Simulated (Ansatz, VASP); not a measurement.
**BN: VASP beside Ansatz**

```xyz
2
Lattice="0.0000 1.7533 1.8075 1.7533 0.0000 1.8075 1.7533 1.7533 0.0000" Properties=species:S:1:pos:R:3 pbc="T T T"
B     0.0000    0.0000    0.0000
N     2.6299    2.6299    2.7113
```

Change from the starting cell: equal xx and yy strain of -3 %.

Alike in both runs: task single point; functional PBE; k mesh 13 × 13 × 13; occupations fermi-dirac, width 0.03 eV; no spin polarisation.

|  | VASP | Ansatz |
| --- | --- | --- |
| version | VASP 6.6.1 | Ansatz 0.2.0 |
| potentials or method | VASP PAW PBE potentials, release 64 (B, N), cutoff 520 eV | all-electron LAPW, scalar-relativistic |

Ansatz gave:

```
gap on the k mesh at the Fermi level (eV)                     : 4.32
pressure (GPa)                                                : 29.1
traceless stress, the component that is largest in VASP (GPa) : -13.81
```

Task: Estimate VASP's values.

Result: gap on the k mesh at the Fermi level (eV): 4.31; pressure (GPa): 29.5; traceless stress, the component that is largest in VASP (GPa): -13.80.

Both programs put the cell under a high pressure, so it lies far from rest at this level. Ansatz ran all-electron here, and VASP with PAW potentials.
